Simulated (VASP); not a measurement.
**Fe: relaxation of cell and atoms with PBE**

The system is Fe.

```xyz
2
Lattice="0.0000 2.5000 2.5000 2.5000 0.0000 2.5000 2.5000 2.5000 0.0000" Properties=species:S:1:pos:R:3 pbc="T T T"
Fe    0.0000    0.0000    0.0000
Fe    1.2500    1.2500    1.2500
```

This isn't the form of Fe at room conditions, which is bcc.

```
Program                : VASP 6.6.1
Task                   : relaxation of cell and atoms
Functional             : PBE
Potentials or basis    : VASP PAW PBE potentials, release 64 (Fe)
Cutoff                 : 600 eV
k mesh                 : 7 × 7 × 7
Occupations            : methfessel-paxton, width 0.05 eV
Spin                   : collinear spin, ferromagnetic start
Starting moments       : [3.5, 3.5] μB
Dipole correction      : no
Further INCAR settings : ALGO = Normal; EDIFF = 1e-06; IBRION = 2; EDIFFG = -0.01; NSW = 80; ISIF = 3
```

```
Relaxed volume                                        : 14.31 Å³/atom
Relaxed cell                                          : a = 3.434 Å, b = 3.434 Å, c = 3.434 Å, α = 60.00°, β = 60.00°, γ = 60.00°
Space group after relaxing (to 0.1 Å)                 : Fd-3m (No. 227)
Energy gained by relaxing                             : 49.1 meV/atom
Ionic steps                                           : 6
Pressure after relaxing                               : 0.0 GPa
Band gap on the k mesh                                : zero (filled and empty bands overlap)
Net moment                                            : 0.00 μB per cell
Valence electrons inside the program's atomic spheres : Fe 7.50
```

Step by step:
```tsv
step	energy change (eV)	largest force (eV/Å)	pressure (GPa)	volume (Å³)
1	0.0000	0.0000	-11.05	31.25
2	-0.0225	0.0000	12.97	26.63
3	-0.0981	0.0000	-0.13	28.65
4	-0.0981	0.0000	0.15	28.60
5	-0.0981	0.0000	-0.12	28.65
6	-0.0981	0.0000	0.00	28.62
```

Final structure:
```
CELL_PARAMETERS angstrom
0.00000 2.42794 2.42794
2.42794 0.00000 2.42794
2.42794 2.42794 0.00000
ATOMIC_POSITIONS crystal
Fe 0.00000 0.00000 0.00000
Fe 0.25000 0.25000 0.25000
```

Levels at points of the mesh, in eV from the Fermi level:
Spin up:
```csv
k point,band 4,band 5,band 6,band 7,band 8,band 9,band 10,band 11,band 12,band 13
"(0.00, 0.00, 0.00)",-2.44,-2.44,-2.44,-0.37,-0.37,-0.37,1.27,1.27,14.43,14.43
```
Spin down:
| k point | band 5 | band 6 | band 7 | band 8 | band 9 | band 10 | band 11 | band 12 |
| --- | --- | --- | --- | --- | --- | --- | --- | --- |
| (0.00, 0.00, 0.00) | -2.44 | -2.44 | -0.37 | -0.37 | -0.37 | 1.27 | 1.27 | 14.43 |

Run time: 3.9 min on 1 thread of Intel Xeon 8259CL, with other jobs on the host, peak memory 0.19 GiB.
